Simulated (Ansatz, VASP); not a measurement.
## Ni: VASP beside Ansatz

```
Ni
1.0
     0.00000    1.71213    1.71213
     1.71213    0.00000    1.71213
     1.71213    1.71213    0.00000
Ni
1
Direct
  0.00000 0.00000 0.00000
```

Alike in both runs: task single point; functional LDA; k mesh 24 × 24 × 24; occupations gaussian, width 0.15 eV; no spin polarisation.

|  | VASP | Ansatz |
| --- | --- | --- |
| version | VASP 6.6.1 | Ansatz 0.2.0 |
| potentials or method | VASP PAW LDA potentials, release 64 (Ni), cutoff 520 eV | scalar-relativistic, plane waves, PAW |
| valence electrons in the cell | 10 | 18 |

```csv
,VASP,Ansatz,Ansatz less VASP
gap on the k mesh at the Fermi level (eV),none,none,-
pressure (GPa),-1.0,-1.0,0.00
```

Ansatz warns that its potentials were made for another functional, while VASP's fit it. LDA's correlation is that of Perdew and Zunger in VASP and of Perdew and Wang (1992) in Ansatz. A gap of «none» marks a metal or a gap that the smearing closes. VASP's potentials hold 10 valence electrons a cell and Ansatz's 18, so a difference there can come from the potentials and not from the codes.
